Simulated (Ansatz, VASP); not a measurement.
# La2O3 in VASP and in Ansatz

```
CELL_PARAMETERS angstrom
3.85453 0.02946 0.04001
-1.90176 3.42572 -0.01709
0.06220 0.00524 5.89899
ATOMIC_POSITIONS crystal
La 0.66519 0.31535 0.76415
La 0.30944 0.65471 0.25080
O 0.63319 0.33251 0.34547
O 0.35511 0.68608 0.64384
O 0.00442 0.01676 0.98261
```

Alike in both runs: task single point; functional PBE; k mesh 4 × 4 × 2; no spin polarisation.

```csv
,VASP,Ansatz
version,VASP 6.6.1,Ansatz 0.2.0
potentials or method,"VASP PAW PBE potentials, release 64 (La, O), cutoff 520 eV","plane waves, PAW"
occupations,"methfessel-paxton of order 1, width 0.1 eV",cold
valence electrons in the cell,40,40
```

|  | VASP | Ansatz | Ansatz less VASP |
| --- | --- | --- | --- |
| pressure (GPa) | 8.1 | 8.4 | +0.33 |
| traceless stress, the component that is largest in VASP (GPa) | -2.32 | -2.32 | +0.002 |
| rms of the force components (eV/Å) | 0.412 | 0.413 | +0.0014 |

Atom by atom the forces differ by 0.007 eV/Å (rms over components). Ansatz's warnings: stress scf threshold loose.

The k mesh is coarse, so the values compare programs but aren't converged. Spin-orbit coupling is off throughout.
